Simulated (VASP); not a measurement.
# SiPb (Pm-3m) in VASP: a series of runs

The runs below take SiPb through vibrations by perturbation theory, with PBE.

Program: VASP 6.6.1. These are calculated values, not measurements. Logs are shortened: lines on timing, memory, paths and dates and some standing lists are left out, and cuts for length are marked.

### Step 1. The cell of the first run

It takes space group Pm-3m (No. 221, cubic). The conventional cell has a = 3.563 Å, b = 3.563 Å, c = 3.563 Å, α = 90.00°, β = 90.00°, γ = 90.00°. Within 4.1 Å of Pb (site symmetry m-3m) lie 8 Si at 3.09 Å and 6 Pb at 3.56 Å. Si (site symmetry m-3m) has 8 Pb at 3.09 Å and 6 Si at 3.56 Å within 4.1 Å.

### Step 2. Vibrations by perturbation theory, PBE

INCAR

```
  PREC = Accurate
  ENCUT = 520
  EDIFF = 1E-8
  ISMEAR = -1
  SIGMA = 0.15
  LREAL = False
  LASPH = True
  NELM = 80
  ALGO = Normal
  ISIF = 2
  LWAVE = False
  LCHARG = False
  GGA = PE
  NBANDS = 16
  IBRION = 8
  NSW = 1
```

KPOINTS

```
Automatic mesh
0
Gamma
  12 12 12
```

POSCAR

```
SiPb
1.0
    3.5626000000      0.0000000000      0.0000000000
    0.0000000000      3.5626000000      0.0000000000
    0.0000000000      0.0000000000      3.5626000000
Pb Si
1 1
Direct
    0.0000000000      0.0000000000      0.0000000000
    0.5000000000      0.5000000000      0.5000000000
```

Potentials or basis: VASP PAW PBE potentials, release 64 (Pb_d, Si).

The run is started by

```bash
$ cat potpaw_PBE.64/Pb_d/POTCAR potpaw_PBE.64/Si/POTCAR > POTCAR
$ mpirun -np 1 vasp_std > vasp.out
```

OUTCAR:

```text
PREC = Accurate
   ENCUT = 520
   EDIFF = 1E-8
   ISMEAR = -1
   LREAL = False
   LASPH = True
   NELM = 80
   ISIF = 2
   GGA = PE
   IBRION = 8
   NSW = 1

 ion  position               nearest neighbor table
   1  0.000  0.000  0.000-   2 3.09   2 3.09   2 3.09   2 3.09   2 3.09   2 3.09   2 3.09   2 3.09

   2  0.500  0.500  0.500-   1 3.09   1 3.09   1 3.09   1 3.09   1 3.09   1 3.09   1 3.09   1 3.09

  LATTYP: Found a simple cubic cell.
 ALAT       =     3.5626000000

  Lattice vectors:

 A1 = (   3.5626000000,   0.0000000000,   0.0000000000)
 A2 = (   0.0000000000,   3.5626000000,   0.0000000000)
 A3 = (   0.0000000000,   0.0000000000,   3.5626000000)

Analysis of symmetry for initial positions (statically):
=====================================================================
 Subroutine PRICEL returns:
 Original cell was already a primitive cell.

 Routine SETGRP: Setting up the symmetry group for a
 simple cubic supercell.

 Subroutine GETGRP returns: Found 48 space group operations
 (whereof 48 operations were pure point group operations)
 out of a pool of 48 trial point group operations.

The static configuration has the point symmetry O_h .

Analysis of symmetry for dynamics (positions and initial velocities):
=====================================================================
 Subroutine PRICEL returns:
 Original cell was already a primitive cell.

 Routine SETGRP: Setting up the symmetry group for a
 simple cubic supercell.

 Subroutine GETGRP returns: Found 48 space group operations
 (whereof 48 operations were pure point group operations)
 out of a pool of 48 trial point group operations.

The dynamic configuration has the point symmetry O_h .

 Subroutine INISYM returns: Found 48 space group operations
 (whereof 48 operations are pure point group operations),
 and found     1 'primitive' translations

----------------------------------------------------------------------------------------

                                     Primitive cell

  volume of cell :      45.2169

  direct lattice vectors                    reciprocal lattice vectors
[... 614 lines left out ...]
  energy-cutoff  :      520.00
  volume of cell :       45.22
      direct lattice vectors                 reciprocal lattice vectors
     3.562600000  0.000000000  0.000000000     0.280693875  0.000000000  0.000000000
     0.000000000  3.562600000  0.000000000     0.000000000  0.280693875  0.000000000
     0.000000000  0.000000000  3.562600000     0.000000000  0.000000000  0.280693875

 POSITION                                       TOTAL-FORCE (eV/Angst)
 -----------------------------------------------------------------------------------
      0.00000      0.00000      0.00000         0.000000      0.000000      0.000000
      1.78130      1.78130      1.78130         0.000000      0.000000      0.000000
 -----------------------------------------------------------------------------------
    total drift:                               -0.000000      0.000000     -0.000000

  FREE ENERGIE OF THE ION-ELECTRON SYSTEM (eV)
  ---------------------------------------------------
  free  energy   TOTEN  =        -7.8300374461 eV

  energy  without entropy=       -7.7464970924  energy(sigma->0) =       -7.78826727

[... ionic steps 2 to 3 ...]

--------------------------------------- Ionic step        4  -------------------------------------------

------------------------ aborting loop because EDIFF is reached ----------------------------------------

[... ionic steps 5 to 6 ...]

--------------------------------------- Ionic step        7  -------------------------------------------

 Free energy of the ion-electron system (eV)
  ---------------------------------------------------
  ---------------------------------------------------
  free energy    TOTEN  =        -0.01642749 eV

  energy without entropy =       -0.01642749

------------------------ aborting loop because EDIFF is reached ----------------------------------------

 INTERNAL STRAIN TENSOR  FOR ION    2  DIRECTION 1   (eV/Angst):
 -----------------------------------------------------------------------------
    -0.03602  0.00000 -0.00000
     0.00000  0.01603 -0.00000
    -0.00000 -0.00000  0.01603

 INTERNAL STRAIN TENSOR FOR ION    2 for displacements in x,y,z  (eV/Angst):
          X           Y           Z          XY          YZ          ZX
  --------------------------------------------------------------------------------
  x     0.00000     0.00000     0.00000     0.00000     0.00000     0.00000
  y     0.00000     0.00000     0.00000     0.00000     0.00000     0.00000
  z     0.00000     0.00000     0.00000     0.00000     0.00000     0.00000

 SECOND DERIVATIVES (NOT SYMMETRIZED)
 ------------------------------------
               1X          1Y          1Z          2X          2Y          2Z
  1X    -1.878710   -0.000000    0.000000    1.878710    0.000000   -0.000000
  1Y    -0.000000   -1.878710    0.000000    0.000000    1.878710   -0.000000
  1Z     0.000000    0.000000   -1.878710   -0.000000   -0.000000    1.878710
  2X     1.887771    0.000000    0.000000   -1.887771   -0.000000   -0.000000
  2Y     0.000000    1.887771    0.000000   -0.000000   -1.887771   -0.000000
  2Z     0.000000    0.000000    1.887771   -0.000000   -0.000000   -1.887771

 Eigenvectors and eigenvalues of the dynamical matrix
 ----------------------------------------------------

   1 f  =    4.317835 THz    27.129759 2PiTHz  144.027481 cm-1    17.857124 meV
             X         Y         Z           dx          dy          dz
      0.000000  0.000000  0.000000     0.344763   -0.000000   -0.000000
      1.781300  1.781300  1.781300    -0.938690   -0.000000   -0.000000
[... 21 lines left out ...]
   6 f/i=    0.003362 THz     0.021122 2PiTHz    0.112132 cm-1     0.013903 meV
             X         Y         Z           dx          dy          dz
      0.000000  0.000000  0.000000     0.104890    0.932365    0.028837
      1.781300  1.781300  1.781300     0.038524    0.342440    0.010591

--------------------------------------------------------------------------------------------------------

 ELASTIC MODULI CONTR FROM IONIC RELAXATION (kBar)
 Direction    XX          YY          ZZ          XY          YZ          ZX
 --------------------------------------------------------------------------------
 XX           0.0000      0.0000      0.0000      0.0000      0.0000      0.0000
 YY           0.0000      0.0000      0.0000      0.0000      0.0000      0.0000
 ZZ           0.0000      0.0000      0.0000      0.0000      0.0000      0.0000
 XY           0.0000      0.0000      0.0000      0.0000      0.0000      0.0000
 YZ           0.0000      0.0000      0.0000      0.0000      0.0000      0.0000
 ZX           0.0000      0.0000      0.0000      0.0000      0.0000      0.0000
 --------------------------------------------------------------------------------
```

OSZICAR:

```text
N       E                     dE             d eps       ncg     rms          rms(c)
DAV:   1     0.122013341913E+03    0.12201E+03   -0.86754E+03  2712   0.120E+03
DAV:   2    -0.172512297190E+01   -0.12374E+03   -0.11874E+03  2912   0.300E+02
DAV:   3    -0.776081012012E+01   -0.60357E+01   -0.59805E+01  3584   0.682E+01
DAV:   4    -0.788160219574E+01   -0.12079E+00   -0.12076E+00  3296   0.103E+01
[... 42 lines left out ...]
RMM:   7    -0.164273291768E-01    0.80975E-06   -0.10026E-07 11832   0.227E-03    0.116E-04
RMM:   8    -0.164275555639E-01   -0.22639E-06   -0.17313E-08 11769   0.743E-04    0.151E-05
RMM:   9    -0.164275007543E-01    0.54810E-07   -0.30282E-09 12092   0.283E-04    0.712E-06
RMM:  10    -0.164274911050E-01    0.96493E-08   -0.59312E-09 12339   0.950E-05    0.279E-06
 Linear response finished
```

stdout:

```text
POSCAR found type information on POSCAR PbSi
 POSCAR found :  2 types and       2 ions
 scaLAPACK will be used
 LDA part: xc-table for (Slater+PW92), standard interpolation
 POSCAR, INCAR and KPOINTS ok, starting setup
 FFT: planning ... GRIDC
 FFT: planning ... GRID_SOFT
 FFT: planning ... GRID
 WAVECAR not read
 entering main loop
 Linear response reoptimize wavefunctions to high precision
 Linear response DOF=           2
 Linear response progress:
 first order change of Fermi-energy   0.50931E-03
 force on displaced ion       1 direction 1 :  -1.879  -0.000   0.000
 Linear response progress:
 first order change of Fermi-energy  -0.41757E-03
 force on displaced ion       2 direction 1 :  -1.888   0.000  -0.000
 Linear response finished
```

It took 3 min on 1 thread of Intel Xeon 6975P-C (Granite Rapids), shared host; peak memory 0.4 GiB.

What came out:

```yaml
Highest_phonon_frequency_at_Γ: 144 cm⁻¹
```

Phonon frequencies in cm⁻¹ (negative: imaginary):
```tsv
q point	frequencies
(0.000, 0.000, 0.000)	0 0 0 144 144 144
```

Caveat: the cell stands under pressure or tension, which shifts response properties; spin-orbit coupling is left out, which moves the levels of the heavy elements.

### Step 3. Vibrations by perturbation theory, PBE

This run uses another cell than the first one, of 24.05 Å³/atom.

INCAR

```
SYSTEM = SiPb
ALGO     = Normal         ! electronic algorithm
EDIFF    = 1E-8           ! SCF threshold, eV
ENCUT    = 520            ! plane-wave cutoff, eV
GGA      = PE             ! functional
IBRION   = 8              ! ionic algorithm
ISIF     = 2              ! what is computed and relaxed
ISMEAR   = -1             ! smearing method
LASPH    = .True.         ! aspherical terms in the spheres
LCHARG   = .False.        ! write CHGCAR
LREAL    = .False.        ! projectors in reciprocal space
LWAVE    = .False.        ! write WAVECAR
NBANDS   = 16             ! bands
NELM     = 60             ! most SCF steps
NSW      = 1              ! ionic steps
PREC     = Accurate       ! precision mode
SIGMA    = 0.15           ! smearing width, eV
```

KPOINTS

```
k-points
0
Gamma
  12 12 12
  0 0 0
```

POSCAR

```
SiPb
1.0
    3.6368000000      0.0000000000      0.0000000000
    0.0000000000      3.6368000000      0.0000000000
    0.0000000000      0.0000000000      3.6368000000
Pb Si
1 1
Direct
    0.0000000000      0.0000000000      0.0000000000
    0.5000000000      0.5000000000      0.5000000000
```

Potentials or basis: VASP PAW PBE potentials, release 64 (Pb_d, Si).

The run is started by

```bash
$ cat potpaw_PBE.64/Pb_d/POTCAR potpaw_PBE.64/Si/POTCAR > POTCAR
$ mpirun -np 1 vasp_std > vasp.out
```

OUTCAR:

```text
SYSTEM = SiPb
   EDIFF = 1E-8
   ENCUT = 520
   GGA = PE
   IBRION = 8
   ISIF = 2
   ISMEAR = -1
   LASPH = .True.
   LREAL = .False.
   NELM = 60
   NSW = 1
   PREC = Accurate

 ion  position               nearest neighbor table
   1  0.000  0.000  0.000-   2 3.15   2 3.15   2 3.15   2 3.15   2 3.15   2 3.15   2 3.15   2 3.15

   2  0.500  0.500  0.500-   1 3.15   1 3.15   1 3.15   1 3.15   1 3.15   1 3.15   1 3.15   1 3.15

  LATTYP: Found a simple cubic cell.
 ALAT       =     3.6368000000

  Lattice vectors:

 A1 = (   3.6368000000,   0.0000000000,   0.0000000000)
 A2 = (   0.0000000000,   3.6368000000,   0.0000000000)
 A3 = (   0.0000000000,   0.0000000000,   3.6368000000)

Analysis of symmetry for initial positions (statically):
[... 687 lines left out ...]
  energy without entropy =       -0.01648926

------------------------ aborting loop because EDIFF is reached ----------------------------------------

 INTERNAL STRAIN TENSOR  FOR ION    2  DIRECTION 1   (eV/Angst):
 -----------------------------------------------------------------------------
    -0.03453  0.00000  0.00000
     0.00000  0.01600 -0.00000
    -0.00000 -0.00000  0.01600

 INTERNAL STRAIN TENSOR FOR ION    2 for displacements in x,y,z  (eV/Angst):
          X           Y           Z          XY          YZ          ZX
  --------------------------------------------------------------------------------
  x     0.00000     0.00000     0.00000     0.00000     0.00000     0.00000
  y     0.00000     0.00000     0.00000     0.00000     0.00000     0.00000
  z     0.00000     0.00000     0.00000     0.00000     0.00000     0.00000

 SECOND DERIVATIVES (NOT SYMMETRIZED)
 ------------------------------------
               1X          1Y          1Z          2X          2Y          2Z
  1X    -1.301987   -0.000000   -0.000000    1.301987    0.000000    0.000000
  1Y    -0.000000   -1.301987   -0.000000    0.000000    1.301987    0.000000
  1Z     0.000000   -0.000000   -1.301987   -0.000000    0.000000    1.301987
  2X     1.314026   -0.000000    0.000000   -1.314026    0.000000   -0.000000
  2Y    -0.000000    1.314026    0.000000    0.000000   -1.314026   -0.000000
  2Z     0.000000   -0.000000    1.314026   -0.000000    0.000000   -1.314026

 Eigenvectors and eigenvalues of the dynamical matrix
 ----------------------------------------------------

   1 f  =    3.601477 THz    22.628746 2PiTHz  120.132335 cm-1    14.894505 meV
             X         Y         Z           dx          dy          dz
      0.000000  0.000000  0.000000    -0.000000    0.344098   -0.000000
      1.818400  1.818400  1.818400    -0.000000   -0.938934    0.000000
[... 21 lines left out ...]
   6 f/i=    0.005355 THz     0.033646 2PiTHz    0.178619 cm-1     0.022146 meV
             X         Y         Z           dx          dy          dz
      0.000000  0.000000  0.000000     0.875049   -0.340421   -0.000000
      1.818400  1.818400  1.818400     0.320686   -0.124757    0.000000

--------------------------------------------------------------------------------------------------------

 ELASTIC MODULI CONTR FROM IONIC RELAXATION (kBar)
 Direction    XX          YY          ZZ          XY          YZ          ZX
 --------------------------------------------------------------------------------
 XX           0.0000      0.0000      0.0000      0.0000      0.0000      0.0000
 YY           0.0000      0.0000      0.0000      0.0000      0.0000      0.0000
 ZZ           0.0000      0.0000      0.0000      0.0000      0.0000      0.0000
 XY           0.0000      0.0000      0.0000      0.0000      0.0000      0.0000
 YZ           0.0000      0.0000      0.0000      0.0000      0.0000      0.0000
 ZX           0.0000      0.0000      0.0000      0.0000      0.0000      0.0000
 --------------------------------------------------------------------------------
```

stdout:

```text
POSCAR found type information on POSCAR PbSi
 POSCAR found :  2 types and       2 ions
 scaLAPACK will be used
 LDA part: xc-table for (Slater+PW92), standard interpolation
 POSCAR, INCAR and KPOINTS ok, starting setup
 FFT: planning ... GRIDC
 FFT: planning ... GRID_SOFT
 FFT: planning ... GRID
 WAVECAR not read
 entering main loop
 Linear response reoptimize wavefunctions to high precision
 Linear response DOF=           2
 Linear response progress:
 first order change of Fermi-energy   0.54427E-03
 force on displaced ion       1 direction 1 :  -1.302   0.000  -0.000
 Linear response progress:
 first order change of Fermi-energy  -0.43601E-03
 force on displaced ion       2 direction 1 :  -1.314  -0.000   0.000
 Linear response finished
```

Run time: 3 min. Hardware: 1 thread of Intel Xeon 6975P-C (Granite Rapids), shared host; peak memory 0.42 GiB.

Results:

| Property | Result |
| --- | --- |
| Highest phonon frequency at Γ | 120 cm⁻¹ |

Phonon frequencies in cm⁻¹ (negative: imaginary):
```tsv
q point	frequencies
(0.000, 0.000, 0.000)	0 0 0 120 120 120
```

Caveat: spin-orbit coupling is left out, which moves the levels of the heavy elements.
